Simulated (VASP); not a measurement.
Here is a VASP 6.6.1 calculation.

The input INCAR:

```
ALGO = Normal
EDIFF = 1E-6
ENCUT = 520
GGA = PE
ISIF = 2
ISMEAR = -1
LASPH = True
LCHARG = False
LREAL = False
LWAVE = False
NBANDS = 10
NELM = 60
PREC = Accurate
SIGMA = 0.13605693000000002
```

File KPOINTS:

```
k-points
0
Gamma
  11 11 11
```

The input POSCAR:

```
I
1.0
    0.0000000000      2.6132704168      2.6132704168
    2.6132704168      0.0000000000      2.6132704168
    2.6132704168      2.6132704168      0.0000000000
I
1
Direct
    0.0000000000      0.0000000000      0.0000000000
```

Potentials or basis: VASP PAW PBE potentials, release 64 (I).

The run is started by

```bash
$ cat potpaw_PBE.64/I/POTCAR > POTCAR
$ mpirun -np 1 vasp_std > vasp.out
```

Estimate the pressure.

-0.1 GPa.

Caveat: an odd number of electrons without spin polarisation forces a metal; a magnetic or distorted state may lie lower.
